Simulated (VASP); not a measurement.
Crystal: AlO3.

```
CELL_PARAMETERS angstrom
2.68701 1.55134 4.38786
-2.68701 1.55134 4.38786
0.00000 -3.10269 4.38786
ATOMIC_POSITIONS crystal
Al 0.50000 0.50000 0.50000
Al 0.00000 0.00000 0.00000
O 0.80728 0.25000 0.69272
O 0.69272 0.80728 0.25000
O 0.25000 0.69272 0.80728
O 0.19272 0.75000 0.30728
O 0.30728 0.19272 0.75000
O 0.75000 0.30728 0.19272
```

```yaml
Program: VASP 6.6.1
Task: relaxation of cell and atoms
Functional: PBE
Potentials_or_basis: VASP PAW PBE potentials, release 64 (Al, O)
Cutoff: 600 eV
k_mesh: 4 × 4 × 4
Occupations: gaussian, width 0.1 eV
Spin: no spin polarisation
```

At the start: pressure -12.7 GPa; volume 13.72 Å³/atom.

Where does the relaxation end?

Over 20 steps the energy falls by 213.4 meV/atom and the volume is 11.59 Å³/atom (-15.5 %); space group R-3m (No. 166, to 0.05 Å).

The path:
| step | energy change (eV) | largest force (eV/Å) | pressure (GPa) | volume (Å³) |
| --- | --- | --- | --- | --- |
| 1 | 0.0000 | 0.6081 | -12.71 | 109.74 |
| 2 | -0.6284 | 0.2373 | 4.46 | 93.35 |
| 3 | -0.6605 | 0.3094 | 0.60 | 95.95 |
| 4 | -0.6923 | 0.2927 | 0.57 | 96.22 |
| 5 | -0.7864 | 0.2450 | 0.38 | 97.00 |
| 6 | -0.9600 | 0.1513 | -0.56 | 98.55 |
| 7 | -1.1429 | 0.0859 | -4.31 | 101.50 |
| 8 | -1.1625 | 0.0995 | -4.17 | 101.24 |
| 9 | -1.2171 | 0.1414 | -3.83 | 100.44 |
| 10 | -1.2966 | 0.2349 | -3.34 | 98.78 |
| 11 | -1.2721 | 0.4301 | -2.90 | 95.27 |
| 12 | -1.3158 | 0.3071 | -3.08 | 97.57 |
| 13 | -1.3547 | 0.2804 | -1.87 | 96.61 |
| 14 | -1.4201 | 0.2059 | 2.08 | 93.79 |
| 15 | -1.4245 | 0.1819 | 3.57 | 92.83 |
| 16 | -1.4617 | 0.1742 | 3.36 | 92.86 |
| 17 | -1.5597 | 0.1469 | 2.72 | 92.90 |
| 18 | -1.6845 | 0.0724 | 1.24 | 92.84 |
| 19 | -1.5771 | 0.1514 | -2.55 | 92.06 |
| 20 | -1.7069 | 0.0153 | 0.31 | 92.71 |

Final structure:
```cif
data_structure
_symmetry_space_group_name_H-M 'P 1'
_symmetry_Int_Tables_number 1
_cell_length_a 4.6590
_cell_length_b 4.6590
_cell_length_c 4.6590
_cell_angle_alpha 75.348
_cell_angle_beta 75.348
_cell_angle_gamma 75.348
_cell_volume 92.71
loop_
_atom_site_label
_atom_site_type_symbol
_atom_site_fract_x
_atom_site_fract_y
_atom_site_fract_z
_atom_site_occupancy
Al1 Al 0.50000 0.50000 0.50000 1
Al2 Al 0.00000 0.00000 0.00000 1
O1 O 0.74835 0.25000 0.75165 1
O2 O 0.75165 0.74835 0.25000 1
O3 O 0.25000 0.75165 0.74835 1
O4 O 0.25165 0.75000 0.24835 1
O5 O 0.24835 0.25165 0.75000 1
O6 O 0.75000 0.24835 0.25165 1
```

Caveat: the volume moved by over 15 % at a fixed basis, so the end points are rough.
